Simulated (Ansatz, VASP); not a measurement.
# Two plane-wave programs on Ti3C

Contents of INCAR:

```
PREC     = Accurate       # precision mode
ENCUT    = 520            # plane-wave cutoff, eV
EDIFF    = 1E-6           # SCF threshold, eV
ISMEAR   = 0              # smearing method
SIGMA    = 0.2            # smearing width, eV
LREAL    = False          # projectors in reciprocal space
LASPH    = True           # aspherical terms in the spheres
NELM     = 80             # most SCF steps
ALGO     = Normal         # electronic algorithm
ISIF     = 2              # what is computed and relaxed
LWAVE    = False          # write WAVECAR
LCHARG   = True           # write CHGCAR
GGA      = PE             # functional
LELF     = True           # ELF
LVHAR    = True         
NBANDS   = 50             # bands
```

Contents of KPOINTS:

```
regular mesh
0
Gamma
  12 12 2
```

File POSCAR:

```
Ti3C
1.0
    3.0439368081      0.0000000000      0.0000000000
   -1.5219684041      2.6361266033      0.0000000000
    0.0000000000      0.0000000000     14.3583213837
Ti C
6 2
Direct
    0.3333333333      0.6666666667      0.0813303275
    0.3333333333      0.6666666667      0.5813303275
    0.6666666667      0.3333333333      0.4186696725
    0.6666666667      0.3333333333      0.9186696725
    1.0000000000      1.0000000000      0.2500000000
    1.0000000000      1.0000000000      0.7500000000
    0.0000000000      0.0000000000      0.5000000000
    0.0000000000      0.0000000000      1.0000000000
```

Input for Ansatz:

```yaml
crystal:
  lattice:
    - [3.0439368081, 0.0, 0.0]
    - [-1.5219684041, 2.6361266033, 0.0]
    - [0.0, 0.0, 14.3583213837]
  atoms:
    - { symbol: Ti, position: [0.3333333333, 0.6666666667, 0.0813303275] }
    - { symbol: Ti, position: [0.3333333333, 0.6666666667, 0.5813303275] }
    - { symbol: Ti, position: [0.6666666667, 0.3333333333, 0.4186696725] }
    - { symbol: Ti, position: [0.6666666667, 0.3333333333, 0.9186696725] }
    - { symbol: Ti, position: [1.0, 1.0, 0.25] }
    - { symbol: Ti, position: [1.0, 1.0, 0.75] }
    - { symbol: C, position: [0.0, 0.0, 0.5] }
    - { symbol: C, position: [0.0, 0.0, 1.0] }
basis:
  ecutwfc: 420
kpoints:
  mp_grid: { grid: [12, 12, 2] }
hamiltonian:
  xc: pbe
scf:
  occupations: { method: gaussian, width: 0.2 }
  lower_state_search: "off"
output:
  forces: true
  stress: true
  eigenvalues: true
```

Alike in both runs: task single point; functional PBE; k mesh 12 × 12 × 2; occupations gaussian, width 0.2 eV; no spin polarisation.

```csv
,VASP,Ansatz
version,VASP 6.6.1,Ansatz 0.2.0
potentials or method,"VASP PAW PBE potentials, release 64 (Ti_sv, C), cutoff 520 eV","scalar-relativistic, plane waves, PAW"
valence electrons in the cell,80,80
```

VASP gave:

- gap on the k mesh at the Fermi level (eV): none
- pressure (GPa): 0.1
- traceless stress, the component that is largest in VASP (GPa): 0.14
- rms of the force components (eV/Å): 0.012

Question: Which values does Ansatz return?

Answer: gap on the k mesh at the Fermi level (eV): none; pressure (GPa): 0.1; traceless stress, the component that is largest in VASP (GPa): 0.17; rms of the force components (eV/Å): 0.001.

Atom by atom the forces differ by 0.011 eV/Å (rms over components). A gap of «none» marks a metal or a gap that the smearing closes. With one functional, cell and mesh, what is left measures potentials, basis and numerics.
